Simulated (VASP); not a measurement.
# Be2CdO3 (P4/mmm) in VASP: single point with PBE

Aim: the single point of Be2CdO3 with PBE.

Everything below comes from runs of VASP 6.6.1. Logs are shortened: lines on timing, memory, paths and dates and some standing lists are left out, and cuts for length are marked.

## Step 1: The cell of the first run

It takes space group P4/mmm (No. 123, tetragonal). The conventional cell has a = 2.570 Å, b = 2.570 Å, c = 7.976 Å, α = 90.00°, β = 90.00°, γ = 90.00°. Within 2.8 Å of Be (site symmetry 4mm) lie 8 O at 2.13 to 2.19 Å and 5 Be at 2.46 to 2.57 Å and 1 Cd at 2.76 Å. Cd (site symmetry 4/mmm) has 8 O at 2.45 Å and 4 Cd at 2.57 Å and 2 Be at 2.76 Å within 3.2 Å. Within 2.9 Å of O (site symmetry 4/mmm) lie 8 Be at 2.19 Å and 6 O at 2.34 to 2.57 Å. O (site symmetry 4mm) has 4 Be at 2.13 Å and 5 O at 2.34 to 2.57 Å and 4 Cd at 2.45 Å within 2.8 Å.

The cell was generated, and may not be a known phase.

## Step 2: Single point, PBE

INCAR

```
SYSTEM = Be2CdO3
  ALGO = Normal
  EDIFF = 1E-6
  ENCUT = 700
  GGA = PE
  GGA_COMPAT = .FALSE.
  ISIF = 2
  ISMEAR = 0
  LASPH = .TRUE.
  LCHARG = .FALSE.
  LREAL = .FALSE.
  LWAVE = .FALSE.
  NBANDS = 30
  NELM = 120
  PREC = Accurate
  SIGMA = 0.1
```

KPOINTS

```
k-points
0
G
  6 6 2
  0 0 0
```

POSCAR

```
Be2CdO3
1.0
    2.5703195263      0.0000000000      0.0000000000
    0.0000000000      2.5703195263      0.0000000000
    0.0000000000      0.0000000000      7.9764672765
Be Cd O
2 1 3
Direct
    0.5000000000      0.5000000000      0.8458936172
    0.5000000000      0.5000000000      0.1541063828
    0.5000000000      0.5000000000      0.5000000000
    0.0000000000      0.0000000000      0.0000000000
    0.0000000000      0.0000000000      0.7067543622
    0.0000000000      0.0000000000      0.2932456378
```

Potentials or basis: VASP PAW PBE potentials, release 64 (Be, Cd_sv_GW, O).

Run with:

```console
cat potpaw_PBE.64/Be/POTCAR potpaw_PBE.64/Cd_sv_GW/POTCAR potpaw_PBE.64/O/POTCAR > POTCAR
mpirun -np 1 vasp_std > vasp.out
```

OUTCAR:

```text
SYSTEM = Be2CdO3
   EDIFF = 1E-6
   ENCUT = 700
   GGA = PE
   ISIF = 2
   ISMEAR = 0
   LASPH = .TRUE.
   LREAL = .FALSE.
   NELM = 120
   PREC = Accurate

 ion  position               nearest neighbor table
   1  0.500  0.500  0.846-   5 2.13   5 2.13   5 2.13   5 2.13
   2  0.500  0.500  0.154-   6 2.13   6 2.13   6 2.13   6 2.13
   3  0.500  0.500  0.500-
   4  0.000  0.000  0.000-
   5  0.000  0.000  0.707-   1 2.13   1 2.13   1 2.13   1 2.13
   6  0.000  0.000  0.293-   2 2.13   2 2.13   2 2.13   2 2.13

  LATTYP: Found a simple tetragonal cell.
 ALAT       =     2.5703195263
 C/A-ratio  =     3.1032979343

  Lattice vectors:

 A1 = (   2.5703195263,   0.0000000000,   0.0000000000)
 A2 = (   0.0000000000,   2.5703195263,   0.0000000000)
 A3 = (   0.0000000000,   0.0000000000,   7.9764672765)

Analysis of symmetry for initial positions (statically):
=====================================================================
 Subroutine PRICEL returns:
 Original cell was already a primitive cell.

 Routine SETGRP: Setting up the symmetry group for a
 simple tetragonal supercell.

 Subroutine GETGRP returns: Found 16 space group operations
 (whereof 16 operations were pure point group operations)
 out of a pool of 16 trial point group operations.

The static configuration has the point symmetry D_4h.

Analysis of symmetry for dynamics (positions and initial velocities):
=====================================================================
 Subroutine PRICEL returns:
 Original cell was already a primitive cell.

 Routine SETGRP: Setting up the symmetry group for a
 simple tetragonal supercell.

 Subroutine GETGRP returns: Found 16 space group operations
 (whereof 16 operations were pure point group operations)
 out of a pool of 16 trial point group operations.

The dynamic configuration has the point symmetry D_4h.

 Subroutine INISYM returns: Found 16 space group operations
 (whereof 16 operations are pure point group operations),
 and found     1 'primitive' translations

----------------------------------------------------------------------------------------

                                     Primitive cell

  volume of cell :      52.6969

  direct lattice vectors                    reciprocal lattice vectors
     2.570319526  0.000000000  0.000000000     0.389056687  0.000000000  0.000000000
     0.000000000  2.570319526  0.000000000     0.000000000  0.389056687  0.000000000
     0.000000000  0.000000000  7.976467277     0.000000000  0.000000000  0.125368784

  length of vectors
     2.570319526  2.570319526  7.976467277     0.389056687  0.389056687  0.125368784

  position of ions in fractional coordinates (direct lattice)
     0.500000000  0.500000000  0.845893617
     0.500000000  0.500000000  0.154106383
     0.500000000  0.500000000  0.500000000
     0.000000000  0.000000000  0.000000000
     0.000000000  0.000000000  0.706754362
     0.000000000  0.000000000  0.293245638

  ion indices of the primitive-cell ions
   primitive index   ion index
                 1           1
                 2           2
                 3           3
                 4           4
                 5           5
                 6           6

----------------------------------------------------------------------------------------

 KPOINTS: k-points

Automatic generation of k-mesh.
 Grid dimensions read from file:
 generate k-points for:    6    6    2

 Generating k-lattice:

  Cartesian coordinates                     Fractional coordinates (reciprocal lattice)
     0.064842781  0.000000000  0.000000000     0.166666667  0.000000000  0.000000000
     0.000000000  0.064842781  0.000000000     0.000000000  0.166666667  0.000000000
     0.000000000  0.000000000  0.062684392     0.000000000  0.000000000  0.500000000

  Length of vectors
     0.064842781  0.064842781  0.062684392

  Shift w.r.t. Gamma in fractional coordinates (k-lattice)
     0.000000000  0.000000000  0.000000000

 Subroutine IBZKPT returns following result:
 ===========================================

 Found     20 irreducible k-points:

 Following reciprocal coordinates:
            Coordinates               Weight
  0.000000  0.000000  0.000000      1.000000
  0.166667  0.000000  0.000000      4.000000
  0.333333  0.000000  0.000000      4.000000
  0.500000  0.000000  0.000000      2.000000
  0.166667  0.166667  0.000000      4.000000
  0.333333  0.166667  0.000000      8.000000
[... 12 lines left out ...]
  0.500000  0.333333  0.500000      4.000000
  0.500000  0.500000  0.500000      1.000000
   k-points           NKPTS =     20   k-points in BZ     NKDIM =     20   number of bands    NBANDS=     30
   number of dos      NEDOS =    301   number of ions     NIONS =      6
   total plane-waves  NPLWV =  40320
   dimension x,y,z NGX =    24 NGY =   24 NGZ =   70
   dimension x,y,z NGXF=    48 NGYF=   48 NGZF=  140
   ions per type =               2   1   3
   NGX,Y,Z   is equivalent  to a cutoff of  15.52, 15.52, 14.59 a.u.
   NGXF,Y,Z  is equivalent  to a cutoff of  31.05, 31.05, 29.18 a.u.
 SYSTEM =  Be2CdO3
   PREC   = accura    normal or accurate (medium, high low for compatibility)
   ISTART =      0    job   : 0-new  1-cont  2-samecut
   ICHARG =      2    charge: 1-file 2-atom 10-const
   ISPIN  =      1    spin polarized calculation?
   LNONCOLLINEAR =      F non collinear calculations
   LSORBIT =      F    spin-orbit coupling
   LASPH  =      T    aspherical Exc in radial PAW
   ENCUT  =  700.0 eV  51.45 Ry    7.17 a.u.   5.54  5.54 17.21*2*pi/ulx,y,z
   NELM   =    120;   NELMIN=  2; NELMDL= -5     # of ELM steps
   EDIFF  = 0.1E-05   stopping-criterion for ELM
   LREAL  =      F    real-space projection
   EDIFFG = 0.1E-04   stopping-criterion for IOM
   NSW    =      0    number of steps for IOM
   IBRION =     -1    ionic relax: 0-MD 1-quasi-New 2-CG
   NFREE  =      0    steps in history (QN), initial steepest desc. (CG)
   ISIF   =      2    stress and relaxation
   ISYM   =      2    0-nonsym 1-usesym 2-fastsym
   POTIM  = 0.5000    time-step for ionic-motion
   TEBEG  =    0.0;   TEEND  =   0.0 temperature during run
   PSTRESS=    0.0 pullay stress
   NELECT =      42.0000    total number of electrons
   NUPDOWN=      -1.0000    fix difference up-down
   EMIN   =  10.00;   EMAX   =-10.00  energy-range for DOS
   EFERMI =   0.00;   METHOD = LEGACY
   ISMEAR =     0;   SIGMA  =   0.10  broadening in eV -4-tet -1-fermi 0-gaus
   EFERMI_NEDOS =   21; number of points for ismear=-14 and -15
   IALGO  =     38    algorithm
   IMIX   =      4    mixing-type and parameters
     AMIX     =   0.40;   BMIX     =  1.00
     AMIX_MAG =   1.60;   BMIX_MAG =  1.00
  volume/ion in A,a.u.               =       8.78        59.27
  Fermi-wavevector in a.u.,A,eV,Ry     =   1.517853  2.868326 31.346151  2.303877
  Thomas-Fermi vector in A             =   2.627052
   LORBIT       =      0    0 simple, 1 ext, 2 COOP (PROOUT), +10 PAW based schemes
   GGA     = PE    functional components
   LHFCALC =     F    Hartree Fock is set to
   AEXX    =    0.0000 exact exchange contribution
   IVDW    =     0    specifies the selected vdW correction
   LEPSILON=     F    determine dielectric tensor
   LRPA    =     F    only Hartree local field effects (RPA)
 non-spin polarized calculation
 Gauss-broadening in eV      SIGMA  =   0.10
  energy-cutoff  :      700.00
  volume of cell :       52.70
 maximum number of plane-waves:      2251
 NGX is ok and might be reduce to    24
   NGX = 11   NGY = 11   NGZ = 35

 number of electron      41.9999995 magnetization

 Free energy of the ion-electron system (eV)
  ---------------------------------------------------
  ext. energy  EPLUGINS =         0.00000000
  ---------------------------------------------------
  free energy    TOTEN  =       -27.14910434 eV

  energy without entropy =      -27.14671357  energy(sigma->0) =      -27.14790896

 E-fermi :   6.7017     XC(G=0): -11.9892

 val. band max:        6.6152115576   @ k =   0.5000   0.0000   0.0000
 cond. band min:       6.7132314414   @ k =   0.5000   0.5000   0.5000
 fundamental gap:      0.0980198837
 Fermi energy:         6.7017454713

 k-point     1 :       0.0000    0.0000    0.0000
  band No.  band energies     occupation
      1     -96.3250      2.00000
      2     -57.3605      2.00000
      3     -57.3605      2.00000
      4     -57.2766      2.00000
      5     -12.8077      2.00000
      6     -12.1443      2.00000
[... 22 lines left out ...]
     29      19.3150      0.00000
     30      19.3162      0.00000

 k-point     2 :       0.1667    0.0000    0.0000
  band No.  band energies     occupation
      1     -96.3202      2.00000
      2     -57.4148      2.00000
      3     -57.3562      2.00000
      4     -57.2717      2.00000
      5     -12.5205      2.00000
      6     -11.9236      2.00000
[... 22 lines left out ...]
     29      18.7829      0.00000
     30      19.0596      0.00000

 k-point     3 :       0.3333    0.0000    0.0000
  band No.  band energies     occupation
      1     -96.3106      2.00000
      2     -57.5226      2.00000
      3     -57.3476      2.00000
      4     -57.2618      2.00000
      5     -11.8572      2.00000
      6     -11.4334      2.00000
[... 22 lines left out ...]
     29      16.4713      0.00000
     30      18.3204      0.00000

 k-point     4 :       0.5000    0.0000    0.0000
  band No.  band energies     occupation
      1     -96.3058      2.00000
      2     -57.5761      2.00000
      3     -57.3433      2.00000
      4     -57.2569      2.00000
      5     -11.4613      2.00000
      6     -11.1574      2.00000
[... 484 lines left out ...]
     29      15.3967      0.00000
     30      15.5964      0.00000

 k-point    19 :       0.5000    0.3333    0.5000
  band No.  band energies     occupation
      1     -96.2917      2.00000
      2     -57.5598      2.00000
      3     -57.5020      2.00000
      4     -57.2427      2.00000
      5     -10.6138      2.00000
      6     -10.4773      2.00000
[... 22 lines left out ...]
     29      14.6432      0.00000
     30      14.9415      0.00000

 k-point    20 :       0.5000    0.5000    0.5000
  band No.  band energies     occupation
      1     -96.2869      2.00000
      2     -57.5544      2.00000
      3     -57.5544      2.00000
      4     -57.2379      2.00000
      5     -10.2479      2.00000
      6     -10.2442      2.00000
[... 22 lines left out ...]
     29      14.9344      0.00000
     30      14.9344      0.00000

------------------------ aborting loop because EDIFF is reached ----------------------------------------

  FORCE on cell =-STRESS in cart. coord.  units (eV):
  Direction    XX          YY          ZZ          XY          YZ          ZX
  --------------------------------------------------------------------------------------
  -------------------------------------------------------------------------------------
  Total       -0.0819326     -0.0819326     -0.0823743      0.0000000      0.0000000      0.0000000
  in kB       -2.4910496     -2.4910496     -2.5044795      0.0000000      0.0000000      0.0000000
  external PRESSURE =      -2.4955263 kB  Pullay stress =       0.0000000 kB

 VOLUME and BASIS-vectors are now :
 -----------------------------------------------------------------------------
  energy-cutoff  :      700.00
  volume of cell :       52.70
      direct lattice vectors                 reciprocal lattice vectors
     2.570319526  0.000000000  0.000000000     0.389056687  0.000000000  0.000000000
     0.000000000  2.570319526  0.000000000     0.000000000  0.389056687  0.000000000
     0.000000000  0.000000000  7.976467277     0.000000000  0.000000000  0.125368784

 POSITION                                       TOTAL-FORCE (eV/Angst)
 -----------------------------------------------------------------------------------
      1.28516      1.28516      6.74724         0.000000      0.000000      0.006003
      1.28516      1.28516      1.22922         0.000000      0.000000     -0.006003
      1.28516      1.28516      3.98823         0.000000      0.000000      0.000000
      0.00000      0.00000      0.00000         0.000000      0.000000      0.000000
      0.00000      0.00000      5.63740         0.000000     -0.000000     -0.001077
      0.00000      0.00000      2.33906        -0.000000     -0.000000      0.001077
 -----------------------------------------------------------------------------------
    total drift:                                0.000000      0.000000     -0.000000

  FREE ENERGIE OF THE ION-ELECTRON SYSTEM (eV)
  ---------------------------------------------------
  free  energy   TOTEN  =       -27.1491043396 eV

  energy  without entropy=      -27.1467135734  energy(sigma->0) =      -27.14790896
```

Run time: 63 s. Hardware: 1 thread of Intel Xeon Platinum 8488C (Sapphire Rapids), shared host; peak memory 0.23 GiB.

What came out:

* Free energy: -27.1491 eV
* Pressure: -0.2 GPa
* Largest force: 0.006 eV/Å
* Band gap on the k mesh: zero (bands 21 and 22 overlap by 0.38 eV)

Forces on the atoms (eV/Å):
```
Be   0.000  0.000  0.006
Be   0.000  0.000 -0.006
Cd   0.000  0.000  0.000
O    0.000  0.000  0.000
O    0.000  0.000 -0.001
O    0.000  0.000  0.001
```

Levels at points of the mesh, in eV from the Fermi level:
| k point | band 18 | band 19 | band 20 | band 21 | band 22 | band 23 | band 24 | band 25 |
| --- | --- | --- | --- | --- | --- | --- | --- | --- |
| (0.00, 0.00, 0.00) | -1.14 | -1.14 | -0.69 | -0.69 | -0.37 | 2.98 | 3.77 | 7.02 |
| (0.50, 0.00, 0.00) | -0.78 | -0.76 | -0.29 | -0.09 | 3.26 | 3.31 | 4.99 | 6.81 |
| (0.50, 0.50, 0.00) | -3.92 | -3.58 | -1.84 | -0.10 | 2.77 | 3.94 | 4.04 | 5.15 |
| (0.00, 0.00, 0.50) | -1.50 | -1.50 | -0.55 | -0.55 | 1.03 | 2.29 | 4.12 | 6.69 |
| (0.50, 0.00, 0.50) | -1.79 | -0.89 | -0.62 | -0.12 | 2.66 | 4.25 | 5.95 | 6.29 |
| (0.50, 0.50, 0.50) | -3.12 | -3.12 | -2.24 | 0.01 | 2.76 | 3.99 | 3.99 | 4.05 |

Caveat: the k points lie up to 0.41 Å⁻¹ apart; semilocal functionals underestimate gaps, and a narrow one can read as zero.

The gap in the log of VASP goes by the Fermi energy; the results here count the filled bands.